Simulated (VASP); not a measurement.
# BAs (zincblende type) (F-43m) in VASP: further runs

The runs below take BAs (zincblende type) through single point, with PBEsol.

Everything below comes from runs of VASP 6.6.1. Logs are shortened: lines on timing, memory, paths and dates and some standing lists are left out, and cuts for length are marked.

### Step 1. The cell of the first run

Symmetry: F-43m, No. 216, cubic system. The conventional cell has a = 3.906 Å, b = 3.906 Å, c = 3.906 Å, α = 90.00°, β = 90.00°, γ = 90.00°. B (site symmetry -43m) has 4 As at 1.69 Å within 2.2 Å. As (site symmetry -43m) has 4 B at 1.69 Å within 2.2 Å.

### Step 2. Single point, PBEsol (7.45 Å³/atom)

POSCAR reads:

```
BAs
1.0
    0.0000000000      1.9530950665      1.9530950665
    1.9530950665      0.0000000000      1.9530950665
    1.9530950665      1.9530950665      0.0000000000
B As
1 1
Direct
    0.0000000000      0.0000000000      0.0000000000
    0.2500000000      0.2500000000      0.2500000000
```

INCAR.step1 reads:

```
PREC = Accurate
ENCUT = 520
EDIFF = 1E-6
ISMEAR = -1
SIGMA = 0.05
LREAL = F
LASPH = T
NELM = 60
ALGO = Normal
ISIF = 2
LWAVE = F
LCHARG = T
GGA = PS
NBANDS = 11
```

KPOINTS.step1 reads:

```
Automatic mesh
0
Gamma
  14 14 14
```

INCAR.step2 reads:

```
PREC = Accurate
ENCUT = 520
EDIFF = 1E-6
ISMEAR = -5
SIGMA = 0.05
LREAL = F
LASPH = T
NELM = 60
ALGO = Normal
ISIF = 2
LWAVE = F
LCHARG = F
GGA = PS
LORBIT = 11
NEDOS = 1001
ICHARG = 11
```

KPOINTS.step2 reads:

```
Automatic mesh
0
Gamma
  21 21 21
```

Potentials or basis: VASP PAW PBE potentials, release 64 (B, As).

Launch:

```
$ cat potpaw_PBE.64/B/POTCAR potpaw_PBE.64/As/POTCAR > POTCAR
$ cp INCAR.step1 INCAR
$ cp KPOINTS.step1 KPOINTS
$ mpirun -np 1 vasp_std > vasp.out
$ cp INCAR.step2 INCAR
$ cp KPOINTS.step2 KPOINTS
$ mpirun -np 1 vasp_std > vasp.out
```

OUTCAR:

```text
PREC = Accurate
   ENCUT = 520
   EDIFF = 1E-6
   ISMEAR = -5
   LREAL = F
   LASPH = T
   NELM = 60
   ISIF = 2
   GGA = PS
   LORBIT = 11
   ICHARG = 11

 ion  position               nearest neighbor table
   1  0.000  0.000  0.000-   2 1.69   2 1.69   2 1.69   2 1.69
   2  0.250  0.250  0.250-   1 1.69   1 1.69   1 1.69   1 1.69

  LATTYP: Found a face centered cubic cell.
 ALAT       =     3.9061901330

  Lattice vectors:

 A1 = (   0.0000000000,   1.9530950665,   1.9530950665)
 A2 = (   1.9530950665,   0.0000000000,   1.9530950665)
 A3 = (   1.9530950665,   1.9530950665,   0.0000000000)

Analysis of symmetry for initial positions (statically):
=====================================================================
 Subroutine PRICEL returns:
 Original cell was already a primitive cell.

 Routine SETGRP: Setting up the symmetry group for a
 face centered cubic supercell.

 Subroutine GETGRP returns: Found 24 space group operations
 (whereof 24 operations were pure point group operations)
 out of a pool of 48 trial point group operations.

The static configuration has the point symmetry T_d .

Analysis of symmetry for dynamics (positions and initial velocities):
=====================================================================
 Subroutine PRICEL returns:
 Original cell was already a primitive cell.

 Routine SETGRP: Setting up the symmetry group for a
 face centered cubic supercell.

 Subroutine GETGRP returns: Found 24 space group operations
 (whereof 24 operations were pure point group operations)
 out of a pool of 48 trial point group operations.

The dynamic configuration has the point symmetry T_d .

 Subroutine INISYM returns: Found 24 space group operations
 (whereof 24 operations are pure point group operations),
 and found     1 'primitive' translations

----------------------------------------------------------------------------------------

                                     Primitive cell

  volume of cell :      14.9005

  direct lattice vectors                    reciprocal lattice vectors
     0.000000000  1.953095066  1.953095066    -0.256003924  0.256003924  0.256003924
     1.953095066  0.000000000  1.953095066     0.256003924 -0.256003924  0.256003924
     1.953095066  1.953095066  0.000000000     0.256003924  0.256003924 -0.256003924

  length of vectors
     2.762093532  2.762093532  2.762093532     0.443411802  0.443411802  0.443411802

  position of ions in fractional coordinates (direct lattice)
     0.000000000  0.000000000  0.000000000
     0.250000000  0.250000000  0.250000000

  ion indices of the primitive-cell ions
   primitive index   ion index
                 1           1
                 2           2

----------------------------------------------------------------------------------------

 KPOINTS: Automatic mesh

Automatic generation of k-mesh.
 Grid dimensions read from file:
 generate k-points for:   21   21   21

 Generating k-lattice:

  Cartesian coordinates                     Fractional coordinates (reciprocal lattice)
    -0.012190663  0.012190663  0.012190663     0.047619048  0.000000000  0.000000000
     0.012190663 -0.012190663  0.012190663     0.000000000  0.047619048  0.000000000
     0.012190663  0.012190663 -0.012190663     0.000000000  0.000000000  0.047619048

  Length of vectors
     0.021114848  0.021114848  0.021114848

  Shift w.r.t. Gamma in fractional coordinates (k-lattice)
     0.000000000  0.000000000  0.000000000

 TETIRR: Found   1276 inequivalent tetrahedra from    55566

 Subroutine IBZKPT returns following result:
 ===========================================

 Found    286 irreducible k-points:

 Following reciprocal coordinates:
            Coordinates               Weight
  0.000000  0.000000  0.000000      1.000000
  0.047619  0.000000  0.000000      8.000000
  0.095238  0.000000  0.000000      8.000000
  0.142857  0.000000  0.000000      8.000000
  0.190476  0.000000  0.000000      8.000000
  0.238095  0.000000  0.000000      8.000000
[... 16 lines left out ...]
 -0.428571  0.047619  0.000000     24.000000
 -0.380952  0.047619  0.000000     24.000000
 [... further k-points ...]
   k-points           NKPTS =    286   k-points in BZ     NKDIM =    286   number of bands    NBANDS=      8
   number of dos      NEDOS =   1001   number of ions     NIONS =      2
   total plane-waves  NPLWV =  13824
   dimension x,y,z NGX =    24 NGY =   24 NGZ =   24
   dimension x,y,z NGXF=    48 NGYF=   48 NGZF=   48
   ions per type =               1   1
   NGX,Y,Z   is equivalent  to a cutoff of  14.45, 14.45, 14.45 a.u.
   NGXF,Y,Z  is equivalent  to a cutoff of  28.89, 28.89, 28.89 a.u.
 SYSTEM =  unknown system
   PREC   = accura    normal or accurate (medium, high low for compatibility)
   ISTART =      0    job   : 0-new  1-cont  2-samecut
   ICHARG =     11    charge: 1-file 2-atom 10-const
   ISPIN  =      1    spin polarized calculation?
   LNONCOLLINEAR =      F non collinear calculations
   LSORBIT =      F    spin-orbit coupling
   LASPH  =      T    aspherical Exc in radial PAW
   ENCUT  =  520.0 eV  38.22 Ry    6.18 a.u.   5.14  5.14  5.14*2*pi/ulx,y,z
   NELM   =     60;   NELMIN=  2; NELMDL=  0     # of ELM steps
   EDIFF  = 0.1E-05   stopping-criterion for ELM
   LREAL  =      F    real-space projection
   EDIFFG = 0.1E-04   stopping-criterion for IOM
   NSW    =      0    number of steps for IOM
   IBRION =     -1    ionic relax: 0-MD 1-quasi-New 2-CG
   NFREE  =      0    steps in history (QN), initial steepest desc. (CG)
   ISIF   =      2    stress and relaxation
   ISYM   =      2    0-nonsym 1-usesym 2-fastsym
   POTIM  = 0.5000    time-step for ionic-motion
   TEBEG  =    0.0;   TEEND  =   0.0 temperature during run
   PSTRESS=    0.0 pullay stress
   NELECT =       8.0000    total number of electrons
   NUPDOWN=      -1.0000    fix difference up-down
   EMIN   =  10.00;   EMAX   =-10.00  energy-range for DOS
   EFERMI =   0.00;   METHOD = LEGACY
   ISMEAR =    -5;   SIGMA  =   0.05  broadening in eV -4-tet -1-fermi 0-gaus
   EFERMI_NEDOS =   21; number of points for ismear=-14 and -15
   IALGO  =     38    algorithm
   IMIX   =      4    mixing-type and parameters
     AMIX     =   0.40;   BMIX     =  1.00
     AMIX_MAG =   1.60;   BMIX_MAG =  1.00
  volume/ion in A,a.u.               =       7.45        50.28
  Fermi-wavevector in a.u.,A,eV,Ry     =   1.330571  2.514415 24.088022  1.770420
  Thomas-Fermi vector in A             =   2.459648
   LORBIT       =     11    0 simple, 1 ext, 2 COOP (PROOUT), +10 PAW based schemes
   GGA     = PS    functional components
   LHFCALC =     F    Hartree Fock is set to
   AEXX    =    0.0000 exact exchange contribution
   IVDW    =     0    specifies the selected vdW correction
   LEPSILON=     F    determine dielectric tensor
   LRPA    =     F    only Hartree local field effects (RPA)
 non-spin polarized calculation
 Fermi weights with tetrahedron method with Bloechl corrections
  energy-cutoff  :      520.00
  volume of cell :       14.90
 maximum number of plane-waves:       415
 NGX is ok and might be reduce to    24

 number of electron       8.0000000 magnetization

 Free energy of the ion-electron system (eV)
  ---------------------------------------------------
  ext. energy  EPLUGINS =         0.00000000
  ---------------------------------------------------
  free energy    TOTEN  =        -5.62799379 eV

  energy without entropy =       -5.62799379  energy(sigma->0) =       -5.62799379

 E-fermi :  14.6169     XC(G=0): -13.4894

 val. band max:       14.5991517068   @ k =   0.0000   0.0000   0.0000
 cond. band min:      15.0149179643   @ k =   0.4762   0.4762   0.0000
 fundamental gap:      0.4157662575
 Fermi energy:        14.6168589452

 k-point     1 :       0.0000    0.0000    0.0000
  band No.  band energies     occupation
      1      -7.9105      2.00000
      2      14.5992      2.00000
      3      14.5992      2.00000
      4      14.5992      2.00000
      5      19.1904      0.00000
      6      19.1904      0.00000
      7      19.1904      0.00000
      8      25.8673      0.00000

 k-point     2 :       0.0476    0.0000    0.0000
  band No.  band energies     occupation
      1      -7.8500      2.00000
      2      14.0371      2.00000
      3      14.4611      2.00000
      4      14.4611      2.00000
      5      19.3697      0.00000
      6      19.3697      0.00000
      7      19.4873      0.00000
      8      25.8576      0.00000

 k-point     3 :       0.0952    0.0000    0.0000
  band No.  band energies     occupation
      1      -7.6685      2.00000
      2      12.7131      2.00000
      3      14.1111      2.00000
      4      14.1111      2.00000
      5      19.8219      0.00000
      6      19.8219      0.00000
      7      20.0570      0.00000
      8      25.7929      0.00000
[... 210 lines left out ...]
 k-point    23 :      -0.4286    0.0476    0.0000
  band No.  band energies     occupation
      1      -2.8071      2.00000
      2       0.8706      2.00000
      3      11.2353      2.00000
      4      11.6967      2.00000
      5      19.8037      0.00000
      6      20.1237      0.00000
      7      22.1242      0.00000
      8      24.3564      0.00000

 k-point    24 :      -0.3810    0.0476    0.0000
  band No.  band energies     occupation
      1      -3.7403      2.00000
      2       2.1825      2.00000
      3      11.2529      2.00000
      4      11.9462      2.00000
      5      20.0954      0.00000
      6      20.1865      0.00000
      7      22.0438      0.00000
      8      24.4887      0.00000

 [... further k-points ...]

------------------------ aborting loop because EDIFF is reached ----------------------------------------

  FORCE on cell =-STRESS in cart. coord.  units (eV):
  Direction    XX          YY          ZZ          XY          YZ          ZX
  --------------------------------------------------------------------------------------
  -------------------------------------------------------------------------------------
  Total       26.0117704     26.0117704     26.0117704     -0.0000000      0.0000000     -0.0000000
  in kB     2796.9219624   2796.9219624   2796.9219624     -0.0000000      0.0000000     -0.0000000
  external PRESSURE =    2796.9219624 kB  Pullay stress =       0.0000000 kB

 VOLUME and BASIS-vectors are now :
 -----------------------------------------------------------------------------
  energy-cutoff  :      520.00
  volume of cell :       14.90
      direct lattice vectors                 reciprocal lattice vectors
     0.000000000  1.953095066  1.953095066    -0.256003924  0.256003924  0.256003924
     1.953095066  0.000000000  1.953095066     0.256003924 -0.256003924  0.256003924
     1.953095066  1.953095066  0.000000000     0.256003924  0.256003924 -0.256003924

 POSITION                                       TOTAL-FORCE (eV/Angst)
 -----------------------------------------------------------------------------------
      0.00000      0.00000      0.00000         0.000000     -0.000000      0.000000
      0.97655      0.97655      0.97655        -0.000000      0.000000     -0.000000
 -----------------------------------------------------------------------------------
    total drift:                               -0.000000     -0.000000     -0.000000

  FREE ENERGIE OF THE ION-ELECTRON SYSTEM (eV)
  ---------------------------------------------------
  free  energy   TOTEN  =        -5.6279937922 eV

  energy  without entropy=       -5.6279937922  energy(sigma->0) =       -5.62799379

 total charge

# of ion       s       p       d       tot
------------------------------------------
    1        0.841   2.086   0.000   2.927
    2        1.242   2.300   0.324   3.867
--------------------------------------------------
tot          2.083   4.386   0.324   6.794
```

Run time: 18 s. Hardware: 1 thread of Intel Xeon Platinum 8488C (Sapphire Rapids), shared host; peak memory 0.17 GiB.

What came out:

| Quantity | Value |
| --- | --- |
| Valence electrons inside the program's atomic spheres | B 2.93; As 3.87 |

Caveat: the PAW data sets were made with another functional, which shifts forces and pressure a little.

### Step 3. Single point, PBEsol (13.55 Å³/atom)

This run uses another cell than the first one, of 13.55 Å³/atom.

POSCAR reads:

```
BAs
1.0
    0.0000000000      2.3837963649      2.3837963649
    2.3837963649      0.0000000000      2.3837963649
    2.3837963649      2.3837963649      0.0000000000
B As
1 1
Direct
    0.0000000000      0.0000000000      0.0000000000
    0.2500000000      0.2500000000      0.2500000000
```

INCAR.step1 reads:

```
SYSTEM = BAs
  ALGO = Normal
  EDIFF = 1E-7
  ENCUT = 520
  GGA = PS
  ISIF = 2
  ISMEAR = -1
  LASPH = .True.
  LCHARG = .True.
  LREAL = .False.
  LWAVE = .False.
  NBANDS = 11
  NELM = 60
  PREC = Accurate
  SIGMA = 0.05
```

KPOINTS.step1 reads:

```
k-points
0
Gamma
  14 14 14
  0 0 0
```

INCAR.step2 reads:

```
SYSTEM = BAs
  ALGO = Normal
  EDIFF = 1E-7
  ENCUT = 520
  GGA = PS
  ICHARG = 11
  ISIF = 2
  ISMEAR = -5
  LASPH = .True.
  LCHARG = .False.
  LORBIT = 10
  LREAL = .False.
  LWAVE = .False.
  NBANDS = 11
  NEDOS = 2001
  NELM = 60
  PREC = Accurate
  SIGMA = 0.05
```

KPOINTS.step2 reads:

```
k-points
0
Gamma
  21 21 21
  0 0 0
```

Potentials or basis: VASP PAW PBE potentials, release 64 (B, As).

Launch:

```
$ cat potpaw_PBE.64/B/POTCAR potpaw_PBE.64/As/POTCAR > POTCAR
$ cp INCAR.step1 INCAR
$ cp KPOINTS.step1 KPOINTS
$ mpirun -np 1 vasp_std > vasp.out
$ cp INCAR.step2 INCAR
$ cp KPOINTS.step2 KPOINTS
$ mpirun -np 1 vasp_std > vasp.out
```

Wall time 45 s (1 thread of Intel Xeon Platinum 8488C (Sapphire Rapids), shared host); peak memory 0.22 GiB.

It converged, with:

| Property | Result |
| --- | --- |
| Valence electrons inside the program's atomic spheres | B 1.83; As 2.93 |

Levels at points of the mesh, in eV from the valence-band top:
```tsv
k point	band 1	band 2	band 3	band 4	band 5	band 6	band 7	band 8
(0.00, 0.00, 0.00)	-15.49	0.00	0.00	0.00	3.24	3.24	3.24	4.76
```

Caveat: the PAW data sets were made with another functional, which shifts forces and pressure a little.
